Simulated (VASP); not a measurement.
# V (Im-3m) in VASP: further runs

The runs below take V through single point, relaxation of cell and atoms, with PBEsol.

Program: VASP 6.6.1. These are calculated values, not measurements. Logs are shortened: lines on timing, memory, paths and dates and some standing lists are left out, and cuts for length are marked.

## 1. The cell of the first run

The structure is cubic, space group Im-3m (No. 229). Conventional cell: a = 2.953 Å, b = 2.953 Å, c = 2.953 Å, α = 90.00°, β = 90.00°, γ = 90.00°. V (site symmetry m-3m) has 14 V at 2.56 to 2.95 Å within 3.4 Å.

## 2. Single point, PBEsol, collinear spin, ferromagnetic start

File INCAR:

```
SYSTEM = V
PREC     = Accurate       ! precision mode
ENCUT    = 520            ! plane-wave cutoff, eV
EDIFF    = 1E-6           ! SCF threshold, eV
ISMEAR   = -1             ! smearing method
SIGMA    = 0.05           ! smearing width, eV
LREAL    = .False.        ! projectors in reciprocal space
LASPH    = .True.         ! aspherical terms in the spheres
NELM     = 150            ! most SCF steps
ALGO     = Normal         ! electronic algorithm
ISIF     = 2              ! what is computed and relaxed
LWAVE    = .False.        ! write WAVECAR
LCHARG   = .False.        ! write CHGCAR
ISPIN    = 2              ! spin polarisation
MAGMOM   = 1.5            ! initial moments
LORBIT   = 11             ! projections on sites
LMAXMIX  = 4              ! l up to which the mixer works
GGA      = PS             ! functional
NBANDS   = 16             ! bands
```

File KPOINTS:

```
Automatic mesh
0
Gamma
  9 9 9
  0 0 0
```

File POSCAR:

```
V
1.0
   -1.4766629973      1.4766629973      1.4766629973
    1.4766629973     -1.4766629973      1.4766629973
    1.4766629973      1.4766629973     -1.4766629973
V
1
Direct
    0.0000000000      0.0000000000      0.0000000000
```

Potentials or basis: VASP PAW PBE potentials, release 64 (V_sv).

Run with:

```
$ cat potpaw_PBE.64/V_sv/POTCAR > POTCAR
$ mpirun -np 1 vasp_std > vasp.out
```

OUTCAR:

```text
SYSTEM = V
   PREC = Accurate
   ENCUT = 520
   EDIFF = 1E-6
   ISMEAR = -1
   LREAL = .False.
   LASPH = .True.
   NELM = 150
   ISIF = 2
   ISPIN = 2
   LORBIT = 11
   GGA = PS

 ion  position               nearest neighbor table
   1  0.000  0.000  0.000-

  LATTYP: Found a body centered cubic cell.
 ALAT       =     2.9533259946

  Lattice vectors:

 A1 = (  -1.4766629973,   1.4766629973,   1.4766629973)
 A2 = (   1.4766629973,  -1.4766629973,   1.4766629973)
 A3 = (   1.4766629973,   1.4766629973,  -1.4766629973)

Analysis of symmetry for initial positions (statically):
=====================================================================
 Subroutine PRICEL returns:
 Original cell was already a primitive cell.

 Routine SETGRP: Setting up the symmetry group for a
 body centered cubic supercell.

 Subroutine GETGRP returns: Found 48 space group operations
 (whereof 48 operations were pure point group operations)
 out of a pool of 48 trial point group operations.

The static configuration has the point symmetry O_h .

Analysis of symmetry for dynamics (positions and initial velocities):
=====================================================================
 Subroutine PRICEL returns:
 Original cell was already a primitive cell.

 Routine SETGRP: Setting up the symmetry group for a
 body centered cubic supercell.

 Subroutine GETGRP returns: Found 48 space group operations
 (whereof 48 operations were pure point group operations)
 out of a pool of 48 trial point group operations.

The dynamic configuration has the point symmetry O_h .

Analysis of structural, dynamic, and magnetic symmetry:
=====================================================================
 Subroutine PRICEL returns:
 Original cell was already a primitive cell.

 Routine SETGRP: Setting up the symmetry group for a
 body centered cubic supercell.

 Subroutine GETGRP returns: Found 48 space group operations
 (whereof 48 operations were pure point group operations)
 out of a pool of 48 trial point group operations.

The overall configuration has the point symmetry O_h .

 Subroutine INISYM returns: Found 48 space group operations
 (whereof 48 operations are pure point group operations),
 and found     1 'primitive' translations

----------------------------------------------------------------------------------------

                                     Primitive cell

  volume of cell :      12.8797

  direct lattice vectors                    reciprocal lattice vectors
    -1.476662997  1.476662997  1.476662997     0.000000000  0.338601293  0.338601293
     1.476662997 -1.476662997  1.476662997     0.338601293  0.000000000  0.338601293
     1.476662997  1.476662997 -1.476662997     0.338601293  0.338601293  0.000000000

  length of vectors
     2.557655337  2.557655337  2.557655337     0.478854541  0.478854541  0.478854541

  position of ions in fractional coordinates (direct lattice)
     0.000000000  0.000000000  0.000000000

  ion indices of the primitive-cell ions
   primitive index   ion index
                 1           1

----------------------------------------------------------------------------------------

 KPOINTS: Automatic mesh

Automatic generation of k-mesh.
 Grid dimensions read from file:
 generate k-points for:    9    9    9

 Generating k-lattice:

  Cartesian coordinates                     Fractional coordinates (reciprocal lattice)
     0.000000000  0.037622366  0.037622366     0.111111111  0.000000000  0.000000000
     0.037622366  0.000000000  0.037622366     0.000000000  0.111111111  0.000000000
     0.037622366  0.037622366  0.000000000     0.000000000  0.000000000  0.111111111

  Length of vectors
     0.053206060  0.053206060  0.053206060

  Shift w.r.t. Gamma in fractional coordinates (k-lattice)
     0.000000000  0.000000000  0.000000000

 Subroutine IBZKPT returns following result:
 ===========================================

 Found     35 irreducible k-points:

 Following reciprocal coordinates:
            Coordinates               Weight
  0.000000  0.000000  0.000000      1.000000
  0.111111  0.000000  0.000000     12.000000
  0.222222  0.000000  0.000000     12.000000
  0.333333  0.000000  0.000000     12.000000
  0.444444  0.000000  0.000000     12.000000
  0.111111  0.111111  0.000000     24.000000
[... 16 lines left out ...]
 -0.333333  0.444444  0.111111     48.000000
 -0.444444 -0.444444  0.111111     24.000000
 [... further k-points ...]
   k-points           NKPTS =     35   k-points in BZ     NKDIM =     35   number of bands    NBANDS=     16
   number of dos      NEDOS =    301   number of ions     NIONS =      1
   total plane-waves  NPLWV =   8000
   dimension x,y,z NGX =    20 NGY =   20 NGZ =   20
   dimension x,y,z NGXF=    40 NGYF=   40 NGZF=   40
   ions per type =               1
   NGX,Y,Z   is equivalent  to a cutoff of  13.00, 13.00, 13.00 a.u.
   NGXF,Y,Z  is equivalent  to a cutoff of  26.00, 26.00, 26.00 a.u.
 SYSTEM =  V
   PREC   = accura    normal or accurate (medium, high low for compatibility)
   ISTART =      0    job   : 0-new  1-cont  2-samecut
   ICHARG =      2    charge: 1-file 2-atom 10-const
   ISPIN  =      2    spin polarized calculation?
   LNONCOLLINEAR =      F non collinear calculations
   LSORBIT =      F    spin-orbit coupling
   LASPH  =      T    aspherical Exc in radial PAW
   ENCUT  =  520.0 eV  38.22 Ry    6.18 a.u.   4.76  4.76  4.76*2*pi/ulx,y,z
   NELM   =    150;   NELMIN=  2; NELMDL= -5     # of ELM steps
   EDIFF  = 0.1E-05   stopping-criterion for ELM
   LREAL  =      F    real-space projection
   EDIFFG = 0.1E-04   stopping-criterion for IOM
   NSW    =      0    number of steps for IOM
   IBRION =     -1    ionic relax: 0-MD 1-quasi-New 2-CG
   NFREE  =      0    steps in history (QN), initial steepest desc. (CG)
   ISIF   =      2    stress and relaxation
   ISYM   =      2    0-nonsym 1-usesym 2-fastsym
   POTIM  = 0.5000    time-step for ionic-motion
   TEBEG  =    0.0;   TEEND  =   0.0 temperature during run
   PSTRESS=    0.0 pullay stress
   NELECT =      13.0000    total number of electrons
   NUPDOWN=      -1.0000    fix difference up-down
   EMIN   =  10.00;   EMAX   =-10.00  energy-range for DOS
   EFERMI =   0.00;   METHOD = LEGACY
   ISMEAR =    -1;   SIGMA  =   0.05  broadening in eV -4-tet -1-fermi 0-gaus
   EFERMI_NEDOS =   21; number of points for ismear=-14 and -15
   IALGO  =     38    algorithm
   IMIX   =      4    mixing-type and parameters
     AMIX     =   0.40;   BMIX     =  1.00
     AMIX_MAG =   1.60;   BMIX_MAG =  1.00
  volume/ion in A,a.u.               =      12.88        86.92
  Fermi-wavevector in a.u.,A,eV,Ry     =   1.642182  3.103274 36.691660  2.696761
  Thomas-Fermi vector in A             =   2.732527
   LORBIT       =     11    0 simple, 1 ext, 2 COOP (PROOUT), +10 PAW based schemes
   GGA     = PS    functional components
   LHFCALC =     F    Hartree Fock is set to
   AEXX    =    0.0000 exact exchange contribution
   IVDW    =     0    specifies the selected vdW correction
   LEPSILON=     F    determine dielectric tensor
   LRPA    =     F    only Hartree local field effects (RPA)
 spin polarized calculation
  energy-cutoff  :      520.00
  volume of cell :       12.88
 maximum number of plane-waves:       370
   NGX =  9   NGY =  9   NGZ =  9

 number of electron      13.0000004 magnetization       0.0001060

 Free energy of the ion-electron system (eV)
  ---------------------------------------------------
  ext. energy  EPLUGINS =         0.00000000
  ---------------------------------------------------
  free energy    TOTEN  =        -9.64044969 eV

  energy without entropy =       -9.62415176  energy(sigma->0) =       -9.63230073

 E-fermi :  10.2186     XC(G=0): -13.3000

 val. band max:       10.1969374170   @ k =   0.2222   0.0000   0.0000
 cond. band min:      10.2376719845   @ k =  -0.2222   0.3333   0.1111
 fundamental gap:      0.0407345675
 Fermi energy:        10.2185665390

 spin component 1

 k-point     1 :       0.0000    0.0000    0.0000
  band No.  band energies     occupation
      1     -53.2458      1.00000
      2     -26.5698      1.00000
      3     -26.5698      1.00000
      4     -26.5698      1.00000
      5       3.4379      1.00000
      6      10.5840      0.00067
[... 8 lines left out ...]
     15      38.4427      0.00000
     16      43.0395      0.00000

 k-point     2 :       0.1111    0.0000    0.0000
  band No.  band energies     occupation
      1     -53.2180      1.00000
      2     -26.6984      1.00000
      3     -26.6086      1.00000
      4     -26.5709      1.00000
      5       3.9492      1.00000
      6      10.3637      0.05201
[... 8 lines left out ...]
     15      39.0225      0.00000
     16      39.7556      0.00000

 k-point     3 :       0.2222    0.0000    0.0000
  band No.  band energies     occupation
      1     -53.1472      1.00000
      2     -27.0170      1.00000
      3     -26.7060      1.00000
      4     -26.5736      1.00000
      5       5.2717      1.00000
      6       9.8429      0.99946
[... 8 lines left out ...]
     15      37.5796      0.00000
     16      37.7626      0.00000
[... 362 lines left out ...]
 k-point    23 :      -0.3333    0.4444    0.1111
  band No.  band energies     occupation
      1     -52.9897      1.00000
      2     -27.4290      1.00000
      3     -27.0020      1.00000
      4     -26.7329      1.00000
      5       7.6926      1.00000
      6       9.1198      1.00000
[... 8 lines left out ...]
     15      36.7118      0.00000
     16      42.1493      0.00000

 k-point    24 :      -0.4444   -0.4444    0.1111
  band No.  band energies     occupation
      1     -52.9647      1.00000
      2     -27.5082      1.00000
      3     -27.0554      1.00000
      4     -26.7323      1.00000
      5       7.6943      1.00000
      6       9.5180      1.00000
[... 8 lines left out ...]
     15      35.6725      0.00000
     16      41.7252      0.00000

 [... further k-points ...]

 spin component 2

 k-point     1 :       0.0000    0.0000    0.0000
  band No.  band energies     occupation
      1     -53.2457      1.00000
      2     -26.5697      1.00000
      3     -26.5697      1.00000
      4     -26.5697      1.00000
      5       3.4380      1.00000
      6      10.5841      0.00067
[... 8 lines left out ...]
     15      38.4427      0.00000
     16      43.0396      0.00000

 k-point     2 :       0.1111    0.0000    0.0000
  band No.  band energies     occupation
      1     -53.2179      1.00000
      2     -26.6983      1.00000
      3     -26.6085      1.00000
      4     -26.5708      1.00000
      5       3.9493      1.00000
      6      10.3638      0.05190
[... 8 lines left out ...]
     15      39.0226      0.00000
     16      39.7557      0.00000

 k-point     3 :       0.2222    0.0000    0.0000
  band No.  band energies     occupation
      1     -53.1471      1.00000
      2     -27.0169      1.00000
      3     -26.7059      1.00000
      4     -26.5735      1.00000
      5       5.2717      1.00000
      6       9.8430      0.99945
[... 8 lines left out ...]
     15      37.5796      0.00000
     16      37.7626      0.00000
[... 362 lines left out ...]
 k-point    23 :      -0.3333    0.4444    0.1111
  band No.  band energies     occupation
      1     -52.9896      1.00000
      2     -27.4289      1.00000
      3     -27.0019      1.00000
      4     -26.7328      1.00000
      5       7.6926      1.00000
      6       9.1199      1.00000
[... 8 lines left out ...]
     15      36.7119      0.00000
     16      42.1494      0.00000

 k-point    24 :      -0.4444   -0.4444    0.1111
  band No.  band energies     occupation
      1     -52.9646      1.00000
      2     -27.5081      1.00000
      3     -27.0553      1.00000
      4     -26.7322      1.00000
      5       7.6944      1.00000
      6       9.5181      1.00000
[... 8 lines left out ...]
     15      35.6726      0.00000
     16      41.7253      0.00000

 [... further k-points ...]
[... 5 lines left out ...]
  --------------------------------------------------------------------------------------
  -------------------------------------------------------------------------------------
  Total        0.0179178      0.0179178      0.0179178      0.0000000     -0.0000000      0.0000000
  in kB        2.2289047      2.2289047      2.2289047      0.0000000     -0.0000000      0.0000000
  external PRESSURE =       2.2289047 kB  Pullay stress =       0.0000000 kB

 VOLUME and BASIS-vectors are now :
 -----------------------------------------------------------------------------
  energy-cutoff  :      520.00
  volume of cell :       12.88
      direct lattice vectors                 reciprocal lattice vectors
    -1.476662997  1.476662997  1.476662997     0.000000000  0.338601293  0.338601293
     1.476662997 -1.476662997  1.476662997     0.338601293  0.000000000  0.338601293
     1.476662997  1.476662997 -1.476662997     0.338601293  0.338601293  0.000000000

 POSITION                                       TOTAL-FORCE (eV/Angst)
 -----------------------------------------------------------------------------------
      0.00000      0.00000      0.00000        -0.000000      0.000000     -0.000000
 -----------------------------------------------------------------------------------
    total drift:                                0.000000     -0.000000      0.000000

  FREE ENERGIE OF THE ION-ELECTRON SYSTEM (eV)
  ---------------------------------------------------
  free  energy   TOTEN  =        -9.6404496914 eV

  energy  without entropy=       -9.6241517636  energy(sigma->0) =       -9.63230073

 total charge

# of ion       s       p       d       tot
------------------------------------------
    1        2.354   6.231   3.163  11.748

 magnetization (x)

# of ion       s       p       d       tot
------------------------------------------
    1       -0.000   0.000   0.000   0.000
```

Wall time 23 s (1 thread of Intel Xeon Platinum 8375C at 2.90GHz (Ice Lake), shared host); peak memory 0.13 GiB.

What came out:

| Item | Value |
| --- | --- |
| Free energy | -9.6404 eV |
| Pressure | 0.2 GPa |
| Net moment | 0.00 μB per cell |
| Valence electrons inside the program's atomic spheres | V 11.75 |

Levels at points of the mesh, in eV from the Fermi level:
Spin up:
| k point | band 3 | band 4 | band 5 | band 6 | band 7 | band 8 | band 9 | band 10 |
| --- | --- | --- | --- | --- | --- | --- | --- | --- |
| (0.00, 0.00, 0.00) | -36.79 | -36.79 | -6.78 | 0.37 | 0.37 | 0.37 | 2.49 | 2.49 |
Spin down:
| k point | band 3 | band 4 | band 5 | band 6 | band 7 | band 8 | band 9 | band 10 |
| --- | --- | --- | --- | --- | --- | --- | --- | --- |
| (0.00, 0.00, 0.00) | -36.79 | -36.79 | -6.78 | 0.37 | 0.37 | 0.37 | 2.49 | 2.49 |

Caveat: the PAW data sets were made with another functional, which shifts forces and pressure a little.

## 3. Relaxation of cell and atoms, PBEsol, collinear spin, ferromagnetic start

This run uses another cell than the first one, of 13.89 Å³/atom, 1.079 times its volume.

File INCAR:

```
SYSTEM = V
PREC = Accurate
ENCUT = 600
EDIFF = 1E-6
ISMEAR = -1
SIGMA = 0.05
LREAL = .FALSE.
LASPH = .TRUE.
NELM = 150
ALGO = Normal
ISIF = 3
LWAVE = .FALSE.
LCHARG = .FALSE.
ISPIN = 2
MAGMOM = 1.5
LORBIT = 11
LMAXMIX = 4
GGA = PS
IBRION = 2
NSW = 60
EDIFFG = -0.02
```

File KPOINTS:

```
Automatic mesh
0
G
  9 9 9
  0 0 0
```

File POSCAR:

```
V
1.0
   -1.5143500000      1.5143500000      1.5143500000
    1.5143500000     -1.5143500000      1.5143500000
    1.5143500000      1.5143500000     -1.5143500000
V
1
Direct
    0.0000000000      0.0000000000      0.0000000000
```

Potentials or basis: VASP PAW PBE potentials, release 64 (V_sv).

Run with:

```
$ cat potpaw_PBE.64/V_sv/POTCAR > POTCAR
$ mpirun -np 1 vasp_std > vasp.out
```

Wall time 50 s (1 thread of Intel Xeon Platinum 8375C at 2.90GHz (Ice Lake), shared host); peak memory 0.16 GiB.

The run converged. Its results:

* Free energy: -9.6415 eV
* Relaxed volume: 12.90 Å³/atom
* Relaxed cell: a = 2.559 Å, b = 2.559 Å, c = 2.559 Å, α = 109.47°, β = 109.47°, γ = 109.47°
* Space group after relaxing (to 0.05 Å): Im-3m (No. 229)
* Energy gained by relaxing: 40.3 meV/atom
* Ionic steps: 3
* Pressure after relaxing: -0.2 GPa
* Net moment: 0.00 μB per cell
* Valence electrons inside the program's atomic spheres: V 11.74

The path:
| step | energy change (eV) | largest force (eV/Å) | pressure (GPa) | volume (Å³) |
| --- | --- | --- | --- | --- |
| 1 | 0.0000 | 0.0000 | -12.06 | 13.89 |
| 2 | 0.0120 | 0.0000 | 18.30 | 11.89 |
| 3 | -0.0403 | 0.0000 | -0.22 | 12.90 |

Final structure:
```yaml
crystal:
  lattice:
    - [-1.47744, 1.47744, 1.47744]
    - [1.47744, -1.47744, 1.47744]
    - [1.47744, 1.47744, -1.47744]
  atoms:
    - { symbol: V, position: [0.00000, 0.00000, 0.00000] }
```

Levels at points of the mesh, in eV from the Fermi level:
Spin up:
| k point | band 2 | band 3 | band 4 | band 5 | band 6 | band 7 | band 8 | band 9 | band 10 | band 11 |
| --- | --- | --- | --- | --- | --- | --- | --- | --- | --- | --- |
| (0.00, 0.00, 0.00) | -36.79 | -36.79 | -36.79 | -6.78 | 0.37 | 0.37 | 0.37 | 2.48 | 2.48 | 20.73 |
Spin down:
```csv
k point,band 2,band 3,band 4,band 5,band 6,band 7,band 8,band 9,band 10,band 11
"(0.00, 0.00, 0.00)",-36.79,-36.79,-36.79,-6.78,0.37,0.37,0.37,2.48,2.48,20.73
```

Caveat: the PAW data sets were made with another functional, which shifts forces and pressure a little.
